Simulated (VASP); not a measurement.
The system is Nb.

```xyz
1
Lattice="0.0000 2.1150 2.1150 2.1150 0.0000 2.1150 2.1150 2.1150 0.0000" Properties=species:S:1:pos:R:3 pbc="T T T"
Nb    0.0000    0.0000    0.0000
```

This isn't the form of Nb at room conditions, which is bcc.

| Property | Result |
| --- | --- |
| Program | VASP 6.6.1 |
| Task | relaxation of cell and atoms |
| Functional | PBE |
| Dispersion | D4 |
| Potentials or basis | VASP PAW PBE potentials, release 64 (Nb_sv) |
| Cutoff | 500 eV |
| k mesh | 11 × 11 × 11 |
| Occupations | methfessel-paxton, width 0.05 eV |
| Spin | no spin polarisation |

At the start: pressure -4.9 GPa; volume 18.92 Å³/atom.

Q: Where does the relaxation end?

A: Over 3 steps the energy falls by 8.8 meV/atom and the volume is 18.37 Å³/atom (-2.9 %); space group Fm-3m (No. 225, to 0.1 Å) before and after.

Step by step:
```tsv
step	energy change (eV)	largest force (eV/Å)	pressure (GPa)	volume (Å³)
1	0.0000	0.0000	-4.93	18.92
2	0.0231	0.0000	10.74	17.37
3	-0.0088	0.0000	-0.07	18.37
```

Final structure:
```
CELL_PARAMETERS angstrom
0.00000 2.09437 2.09437
2.09437 0.00000 2.09437
2.09437 2.09437 0.00000
ATOMIC_POSITIONS crystal
Nb 0.00000 0.00000 0.00000
```
